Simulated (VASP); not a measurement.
# CrNi (R-3m) in VASP: single point with PBE

Aim: the single point of CrNi with PBE.

Program: VASP 6.6.1. These are calculated values, not measurements. Logs are shortened: lines on timing, memory, paths and dates and some standing lists are left out, and cuts for length are marked.

## (1) The cell of the first run

It takes space group R-3m (No. 166, trigonal). The conventional cell has a = 2.489 Å, b = 2.489 Å, c = 12.443 Å, α = 90.00°, β = 90.00°, γ = 120.00°. Within 3.3 Å of Cr (site symmetry -3m) lie 6 Cr at 2.49 Å and 6 Ni at 2.52 Å. Within 3.3 Å of Ni (site symmetry -3m) lie 6 Ni at 2.49 Å and 6 Cr at 2.52 Å.

## (2) Single point, PBE, collinear spin, ferromagnetic start

Input file INCAR:

```
PREC = Accurate
ENCUT = 700
EDIFF = 1E-6
ISMEAR = 0
SIGMA = 0.1
LREAL = False
LASPH = True
NELM = 200
ALGO = Normal
ISIF = 2
LWAVE = False
LCHARG = True
ISPIN = 2
MAGMOM = 3 2
LORBIT = 11
LMAXMIX = 4
GGA = PE
LELF = True
LVHAR = True
NBANDS = 27
GGA_COMPAT = False
```

Input file KPOINTS:

```
Automatic mesh
0
Gamma
  6 6 6
```

Input file POSCAR:

```
CrNi
1.0
    1.2444927944      0.7185082499      4.1478027932
   -1.2444927944      0.7185082499      4.1478027932
    0.0000000000     -1.4370164998      4.1478027932
Cr Ni
1 1
Direct
    0.0000000000      0.0000000000      0.0000000000
    0.5000000000      0.5000000000      0.5000000000
```

Potentials or basis: VASP PAW PBE potentials, release 64 (Cr_sv, Ni_sv_GW).

Run with:

```
> cat potpaw_PBE.64/Cr_sv/POTCAR potpaw_PBE.64/Ni_sv_GW/POTCAR > POTCAR
> mpirun -np 1 vasp_std > vasp.out
```

OUTCAR:

```text
PREC = Accurate
   ENCUT = 700
   EDIFF = 1E-6
   ISMEAR = 0
   LREAL = False
   LASPH = True
   NELM = 200
   ISIF = 2
   ISPIN = 2
   LORBIT = 11
   GGA = PE

 ion  position               nearest neighbor table
   1  0.000  0.000  0.000-   2 2.52   2 2.52   2 2.52   2 2.52   2 2.52   2 2.52
   2  0.500  0.500  0.500-   1 2.52   1 2.52   1 2.52   1 2.52   1 2.52   1 2.52

  LATTYP: Found a trigonal (rhomboedric) cell.
 ALAT       =     4.3896793085
 COS(alpha) =     0.8392506664

  Lattice vectors:

 A1 = (   1.2444927944,   0.7185082499,   4.1478027932)
 A2 = (  -1.2444927944,   0.7185082499,   4.1478027932)
 A3 = (   0.0000000000,  -1.4370164998,   4.1478027932)

Analysis of symmetry for initial positions (statically):
=====================================================================
 Subroutine PRICEL returns:
 Original cell was already a primitive cell.

 Routine SETGRP: Setting up the symmetry group for a
 trigonal (rhombohedral) supercell.

 Subroutine GETGRP returns: Found 12 space group operations
 (whereof 12 operations were pure point group operations)
 out of a pool of 12 trial point group operations.

The static configuration has the point symmetry D_3d.

Analysis of symmetry for dynamics (positions and initial velocities):
=====================================================================
 Subroutine PRICEL returns:
 Original cell was already a primitive cell.

 Routine SETGRP: Setting up the symmetry group for a
 trigonal (rhombohedral) supercell.

 Subroutine GETGRP returns: Found 12 space group operations
 (whereof 12 operations were pure point group operations)
 out of a pool of 12 trial point group operations.

The dynamic configuration has the point symmetry D_3d.

Analysis of structural, dynamic, and magnetic symmetry:
=====================================================================
 Subroutine PRICEL returns:
 Original cell was already a primitive cell.

 Routine SETGRP: Setting up the symmetry group for a
 trigonal (rhombohedral) supercell.

 Subroutine GETGRP returns: Found 12 space group operations
 (whereof 12 operations were pure point group operations)
 out of a pool of 12 trial point group operations.

The overall configuration has the point symmetry D_3d.

 Subroutine INISYM returns: Found 12 space group operations
 (whereof 12 operations are pure point group operations),
 and found     1 'primitive' translations

----------------------------------------------------------------------------------------

                                     Primitive cell

  volume of cell :      22.2533

  direct lattice vectors                    reciprocal lattice vectors
     1.244492794  0.718508250  4.147802793     0.401770104  0.231962078  0.080363834
    -1.244492794  0.718508250  4.147802793    -0.401770104  0.231962078  0.080363834
     0.000000000 -1.437016500  4.147802793     0.000000000 -0.463924156  0.080363834

  length of vectors
     4.389679309  4.389679309  4.389679309     0.470833270  0.470833270  0.470833270

  position of ions in fractional coordinates (direct lattice)
     0.000000000  0.000000000  0.000000000
     0.500000000  0.500000000  0.500000000

  ion indices of the primitive-cell ions
   primitive index   ion index
                 1           1
                 2           2

----------------------------------------------------------------------------------------

 KPOINTS: Automatic mesh

Automatic generation of k-mesh.
 Grid dimensions read from file:
 generate k-points for:    6    6    6

 Generating k-lattice:

  Cartesian coordinates                     Fractional coordinates (reciprocal lattice)
     0.066961684  0.038660346  0.013393972     0.166666667  0.000000000  0.000000000
    -0.066961684  0.038660346  0.013393972     0.000000000  0.166666667  0.000000000
     0.000000000 -0.077320693  0.013393972     0.000000000  0.000000000  0.166666667

  Length of vectors
     0.078472212  0.078472212  0.078472212

  Shift w.r.t. Gamma in fractional coordinates (k-lattice)
     0.000000000  0.000000000  0.000000000

 Subroutine IBZKPT returns following result:
 ===========================================

 Found     32 irreducible k-points:

 Following reciprocal coordinates:
            Coordinates               Weight
  0.000000  0.000000  0.000000      1.000000
  0.166667  0.000000 -0.000000      6.000000
  0.333333  0.000000 -0.000000      6.000000
  0.500000  0.000000 -0.000000      3.000000
  0.166667  0.166667 -0.000000      6.000000
  0.333333  0.166667 -0.000000     12.000000
[... 16 lines left out ...]
  0.500000  0.500000  0.166667      6.000000
 -0.333333  0.500000  0.166667     12.000000
 [... further k-points ...]
   k-points           NKPTS =     32   k-points in BZ     NKDIM =     32   number of bands    NBANDS=     27
   number of dos      NEDOS =    301   number of ions     NIONS =      2
   total plane-waves  NPLWV =  64000
   dimension x,y,z NGX =    40 NGY =   40 NGZ =   40
   dimension x,y,z NGXF=    80 NGYF=   80 NGZF=   80
   ions per type =               1   1
   NGX,Y,Z   is equivalent  to a cutoff of  15.15, 15.15, 15.15 a.u.
   NGXF,Y,Z  is equivalent  to a cutoff of  30.30, 30.30, 30.30 a.u.
 SYSTEM =  unknown system
   PREC   = accura    normal or accurate (medium, high low for compatibility)
   ISTART =      0    job   : 0-new  1-cont  2-samecut
   ICHARG =      2    charge: 1-file 2-atom 10-const
   ISPIN  =      2    spin polarized calculation?
   LNONCOLLINEAR =      F non collinear calculations
   LSORBIT =      F    spin-orbit coupling
   LASPH  =      T    aspherical Exc in radial PAW
   ENCUT  =  700.0 eV  51.45 Ry    7.17 a.u.   9.47  9.47  9.47*2*pi/ulx,y,z
   NELM   =    200;   NELMIN=  2; NELMDL= -5     # of ELM steps
   EDIFF  = 0.1E-05   stopping-criterion for ELM
   LREAL  =      F    real-space projection
   EDIFFG = 0.1E-04   stopping-criterion for IOM
   NSW    =      0    number of steps for IOM
   IBRION =     -1    ionic relax: 0-MD 1-quasi-New 2-CG
   NFREE  =      0    steps in history (QN), initial steepest desc. (CG)
   ISIF   =      2    stress and relaxation
   ISYM   =      2    0-nonsym 1-usesym 2-fastsym
   POTIM  = 0.5000    time-step for ionic-motion
   TEBEG  =    0.0;   TEEND  =   0.0 temperature during run
   PSTRESS=    0.0 pullay stress
   NELECT =      32.0000    total number of electrons
   NUPDOWN=      -1.0000    fix difference up-down
   EMIN   =  10.00;   EMAX   =-10.00  energy-range for DOS
   EFERMI =   0.00;   METHOD = LEGACY
   ISMEAR =     0;   SIGMA  =   0.10  broadening in eV -4-tet -1-fermi 0-gaus
   EFERMI_NEDOS =   21; number of points for ismear=-14 and -15
   IALGO  =     38    algorithm
   IMIX   =      4    mixing-type and parameters
     AMIX     =   0.40;   BMIX     =  1.00
     AMIX_MAG =   1.60;   BMIX_MAG =  1.00
  volume/ion in A,a.u.               =      11.13        75.09
  Fermi-wavevector in a.u.,A,eV,Ry     =   1.847823  3.491879 46.456401  3.414449
  Thomas-Fermi vector in A             =   2.898572
   LORBIT       =     11    0 simple, 1 ext, 2 COOP (PROOUT), +10 PAW based schemes
   GGA     = PE    functional components
   LHFCALC =     F    Hartree Fock is set to
   AEXX    =    0.0000 exact exchange contribution
   IVDW    =     0    specifies the selected vdW correction
   LEPSILON=     F    determine dielectric tensor
   LRPA    =     F    only Hartree local field effects (RPA)
 spin polarized calculation
 Gauss-broadening in eV      SIGMA  =   0.10
  energy-cutoff  :      700.00
  volume of cell :       22.25
 maximum number of plane-waves:       954
 NGX is ok and might be reduce to    40
   NGX = 19   NGY = 19   NGZ = 19

 number of electron      31.9999997 magnetization      -0.0034729

 number of electron      31.9999997 magnetization       0.0016855

 Free energy of the ion-electron system (eV)
  ---------------------------------------------------
  ext. energy  EPLUGINS =         0.00000000
  ---------------------------------------------------
  free energy    TOTEN  =       -15.74438145 eV

  energy without entropy =      -15.73100340  energy(sigma->0) =      -15.73769243

 E-fermi :  11.2049     XC(G=0): -13.8545

 val. band max:       11.1970811015   @ k =   0.5000   0.5000  -0.0000
 cond. band min:      11.2765146198   @ k =   0.5000   0.3333   0.1667
 fundamental gap:      0.0794335183
 Fermi energy:        11.2049119406

 spin component 1

 k-point     1 :       0.0000    0.0000    0.0000
  band No.  band energies     occupation
      1     -92.3522      1.00000
      2     -60.5610      1.00000
      3     -52.9065      1.00000
      4     -52.5590      1.00000
      5     -52.5590      1.00000
      6     -32.0016      1.00000
[... 19 lines left out ...]
     26      37.6226      0.00000
     27      38.8008      0.00000

 k-point     2 :       0.1667    0.0000   -0.0000
  band No.  band energies     occupation
      1     -92.3467      1.00000
      2     -60.5215      1.00000
      3     -52.9009      1.00000
      4     -52.6010      1.00000
      5     -52.5694      1.00000
      6     -31.9702      1.00000
[... 19 lines left out ...]
     26      34.3980      0.00000
     27      35.9089      0.00000

 k-point     3 :       0.3333    0.0000   -0.0000
  band No.  band energies     occupation
      1     -92.3355      1.00000
      2     -60.4416      1.00000
      3     -52.8895      1.00000
      4     -52.6842      1.00000
      5     -52.5901      1.00000
      6     -31.9745      1.00000
[... 594 lines left out ...]
      1     -92.3355      1.00000
      2     -60.4417      1.00000
      3     -52.8891      1.00000
      4     -52.6847      1.00000
      5     -52.5901      1.00000
      6     -31.9728      1.00000
[... 19 lines left out ...]
     26      32.4155      0.00000
     27      34.6623      0.00000

 k-point    24 :      -0.3333    0.5000    0.1667
  band No.  band energies     occupation
      1     -92.3299      1.00000
      2     -60.4012      1.00000
      3     -52.8840      1.00000
      4     -52.7051      1.00000
      5     -52.6217      1.00000
      6     -32.0700      1.00000
[... 19 lines left out ...]
     26      31.9698      0.00000
     27      32.6768      0.00000

 [... further k-points ...]

 spin component 2

 k-point     1 :       0.0000    0.0000    0.0000
  band No.  band energies     occupation
      1     -92.3510      1.00000
      2     -60.5602      1.00000
      3     -52.9056      1.00000
      4     -52.5579      1.00000
      5     -52.5579      1.00000
      6     -32.0007      1.00000
[... 19 lines left out ...]
     26      37.6976      0.00000
     27      38.7985      0.00000

 k-point     2 :       0.1667    0.0000   -0.0000
  band No.  band energies     occupation
      1     -92.3456      1.00000
      2     -60.5207      1.00000
      3     -52.9000      1.00000
      4     -52.5998      1.00000
      5     -52.5683      1.00000
      6     -31.9693      1.00000
[... 19 lines left out ...]
     26      34.3992      0.00000
     27      35.9399      0.00000

 k-point     3 :       0.3333    0.0000   -0.0000
  band No.  band energies     occupation
      1     -92.3344      1.00000
      2     -60.4408      1.00000
      3     -52.8886      1.00000
      4     -52.6831      1.00000
      5     -52.5889      1.00000
      6     -31.9737      1.00000
[... 594 lines left out ...]
      1     -92.3344      1.00000
      2     -60.4408      1.00000
      3     -52.8882      1.00000
      4     -52.6835      1.00000
      5     -52.5889      1.00000
      6     -31.9721      1.00000
[... 19 lines left out ...]
     26      32.4157      0.00000
     27      34.6824      0.00000

 k-point    24 :      -0.3333    0.5000    0.1667
  band No.  band energies     occupation
      1     -92.3288      1.00000
      2     -60.4004      1.00000
      3     -52.8831      1.00000
      4     -52.7039      1.00000
      5     -52.6205      1.00000
      6     -32.0693      1.00000
[... 19 lines left out ...]
     26      31.9689      0.00000
     27      32.6759      0.00000

 [... further k-points ...]

------------------------ aborting loop because EDIFF is reached ----------------------------------------

  FORCE on cell =-STRESS in cart. coord.  units (eV):
  Direction    XX          YY          ZZ          XY          YZ          ZX
  --------------------------------------------------------------------------------------
  -------------------------------------------------------------------------------------
  Total       -0.1430781     -0.1430781      0.4627497      0.0000000      0.0000000      0.0000000
  in kB      -10.3012585    -10.3012585     33.3167942      0.0000000      0.0000000      0.0000000
  external PRESSURE =       4.2380924 kB  Pullay stress =       0.0000000 kB

 VOLUME and BASIS-vectors are now :
 -----------------------------------------------------------------------------
  energy-cutoff  :      700.00
  volume of cell :       22.25
      direct lattice vectors                 reciprocal lattice vectors
     1.244492794  0.718508250  4.147802793     0.401770104  0.231962078  0.080363834
    -1.244492794  0.718508250  4.147802793    -0.401770104  0.231962078  0.080363834
     0.000000000 -1.437016500  4.147802793     0.000000000 -0.463924156  0.080363834

 POSITION                                       TOTAL-FORCE (eV/Angst)
 -----------------------------------------------------------------------------------
      0.00000      0.00000      0.00000        -0.000000      0.000000      0.000000
      0.00000      0.00000      6.22170         0.000000     -0.000000     -0.000000
 -----------------------------------------------------------------------------------
    total drift:                               -0.000000      0.000000      0.000000

  FREE ENERGIE OF THE ION-ELECTRON SYSTEM (eV)
  ---------------------------------------------------
  free  energy   TOTEN  =       -15.7443814488 eV

  energy  without entropy=      -15.7310034035  energy(sigma->0) =      -15.73769243

 total charge

# of ion       s       p       d       f       tot
--------------------------------------------------
    1        2.194   6.012   3.576   0.000  11.782
    2        2.256   6.346   7.791   0.005  16.397
--------------------------------------------------
tot          4.450  12.358  11.367   0.005  28.179

 magnetization (x)

# of ion       s       p       d       f       tot
--------------------------------------------------
    1        0.000   0.000   0.000   0.000   0.000
    2       -0.000   0.000   0.001   0.000   0.001
--------------------------------------------------
tot          0.000   0.000   0.001   0.000   0.001
```

Run time: 2.7 min. Hardware: 1 thread of AMD EPYC 9R45 (Zen 5), shared host; peak memory 0.29 GiB.

Results:

| Item | Value |
| --- | --- |
| Free energy | -15.7444 eV |
| Pressure | 0.4 GPa |
| Band gap on the k mesh | zero (filled and empty bands overlap) |
| Net moment | 0.00 μB per cell |
| Valence electrons inside the program's atomic spheres | Cr 11.78; Ni 16.40 |

Caveat: the k points lie up to 0.49 Å⁻¹ apart, too coarse for converged energies and pressures of a metal; the moments typed at the start vanished in this run.

The gap in the log of VASP goes by the Fermi energy; the results here count the filled bands.